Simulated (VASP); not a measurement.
## Al: single point with r2SCAN

The system is Al.

```xyz
1
Lattice="0.0000 1.9420 1.9420 1.9420 0.0000 1.9420 1.9420 1.9420 0.0000" Properties=species:S:1:pos:R:3 pbc="T T T"
Al    0.0000    0.0000    0.0000
```

| Item | Value |
| --- | --- |
| Program | VASP 6.6.1 |
| Task | single point |
| Functional | r2SCAN |
| Potentials or basis | VASP PAW PBE potentials, release 64 (Al) |
| Cutoff | 520 eV |
| k mesh | 22 × 22 × 22 |
| Occupations | fermi-dirac, width 0.1 eV |
| Spin | no spin polarisation |
| Dipole correction | no |
| Further INCAR settings | ALGO = Normal; EDIFF = 1e-07; NBANDS = 8 |

```
Pressure               : 8.9 GPa
Band gap on the k mesh : zero (an odd number of electrons rules out a gap without spin polarisation)
```

Levels at points of the mesh, in eV from the Fermi level:
| k point | band 1 | band 2 | band 3 | band 4 |
| --- | --- | --- | --- | --- |
| (0.00, 0.00, 0.00) | -12.70 | 14.03 | 14.03 | 14.03 |
| (0.50, 0.00, 0.00) | -5.49 | -4.69 | 12.68 | 12.68 |
| (0.50, 0.50, 0.00) | -3.44 | -1.72 | 5.49 | 6.63 |

It took 48 s on 1 thread of Intel(R) Xeon(R) 6975P-C (Granite Rapids), with other jobs on the host, peak memory 0.14 GiB.

Caveat: the cell stands under pressure; the PAW data sets were made with another functional, which shifts forces and pressure a little.
